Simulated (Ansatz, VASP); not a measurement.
## Two plane-wave programs on Sc

Contents of INCAR:

```
ALGO = Normal
EDIFF = 1E-6
EDIFFG = -0.001
ENCUT = 600
IBRION = 2
ISIF = 3
ISMEAR = -1
LASPH = T
LCHARG = F
LREAL = F
LWAVE = F
NELM = 80
NSW = 80
PREC = Accurate
SIGMA = 0.15
```

File KPOINTS:

```
k-points
0
Gamma
  12 12 8
```

File POSCAR:

```
Sc
1.0
    3.2295825148      0.0000000028      0.0000000000
   -1.6147912599      2.7969005000      0.0000000000
    0.0000000000      0.0000000000      4.9862302243
Sc
2
Direct
    0.3333333333      0.6666666667      0.2500000000
    0.6666666667      0.3333333333      0.7500000000
```

Input for Ansatz:

```yaml
crystal:
  lattice:
    - [3.2295825148, 2.8e-09, 0.0]
    - [-1.6147912599, 2.7969005, 0.0]
    - [0.0, 0.0, 4.9862302243]
  atoms:
    - { symbol: Sc, position: [0.3333333333, 0.6666666667, 0.25] }
    - { symbol: Sc, position: [0.6666666667, 0.3333333333, 0.75] }
basis:
  ecutwfc: 420
kpoints:
  mp_grid: { grid: [12, 12, 8] }
hamiltonian:
  xc: lda
  pseudopotentials: { kind: paw, azcp: { folder: soft_1 } }
scf:
  occupations: { method: fermi_dirac, width: 0.15 }
output:
  forces: true
  stress: true
  eigenvalues: true
relax:
  adjacent_minimum: "off"
  f_tol: 0.001
  max_steps: 60
  cell: { stress_tol: 0.01 }
```

Alike in both runs: task relaxation of cell and atoms; functional LDA; k mesh 12 × 12 × 8; occupations fermi-dirac, width 0.15 eV; no spin polarisation.

```csv
,VASP,Ansatz
version,VASP 6.6.1,Ansatz 0.2.0
potentials or method,"VASP PAW LDA potentials, release 64 (Sc_sv), cutoff 600 eV","scalar-relativistic, plane waves, PAW"
valence electrons in the cell,22,22
```

Ansatz gave:

```
gap on the k mesh at the Fermi level, each at its own relaxed structure (eV) : none
relaxed volume (Å³/atom)                                                     : 22.66
relaxed cell length with the largest relative difference (Å)                 : 5.031
```

Task: What did VASP give for the same quantities?

Result: gap on the k mesh at the Fermi level, each at its own relaxed structure (eV): none; relaxed volume (Å³/atom): 22.72; relaxed cell length with the largest relative difference (Å): 5.036.

Ansatz warns that its potentials were made for another functional, while VASP's fit it. LDA's correlation is that of Perdew and Zunger in VASP and of Perdew and Wang (1992) in Ansatz. A gap of «none» marks a metal or a gap that the smearing closes.
